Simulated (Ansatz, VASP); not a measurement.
## Sn2Se: VASP beside Ansatz

```xyz
6
Lattice="3.7450 0.0000 0.0000 0.0000 3.7450 0.0000 0.0000 0.0000 10.9099" Properties=species:S:1:pos:R:3 pbc="T T T"
Sn    1.8725    0.0000    8.2402
Sn    0.0000    1.8725    2.6696
Sn    1.8725    0.0000    0.8466
Sn    0.0000    1.8725   10.0633
Se    1.8725    0.0000    3.9985
Se    0.0000    1.8725    6.9114
```

Change from the starting cell: species swapped into the Ta2Se type (P4/nmm, No. 129).

Alike in both runs: task single point; functional PBE; k mesh 4 × 4 × 2; occupations gaussian, width 0.1 eV; no spin polarisation.

|  | VASP | Ansatz |
| --- | --- | --- |
| version | VASP 6.6.1 | Ansatz 0.2.0 |
| potentials or method | VASP PAW PBE potentials, release 64 (Sn_d, Se), cutoff 520 eV | scalar-relativistic, plane waves, PAW |
| valence electrons in the cell | 68 | 88 |

|  | VASP | Ansatz | Ansatz less VASP |
| --- | --- | --- | --- |
| gap on the k mesh at the Fermi level (eV) | none | none | - |
| pressure (GPa) | 4.1 | 4.1 | +0.02 |
| traceless stress, the component that is largest in VASP (GPa) | -0.64 | -0.64 | +0.005 |
| rms of the force components (eV/Å) | 0.354 | 0.355 | +0.0015 |

Atom by atom the forces differ by 0.002 eV/Å (rms over components). A gap of «none» marks a metal or a gap that the smearing closes. With one functional, cell and mesh, what is left measures potentials, basis and numerics. VASP's potentials hold 68 valence electrons a cell and Ansatz's 88, so a difference there can come from the potentials and not from the codes.

The k mesh is coarse, so the values compare programs but aren't converged.
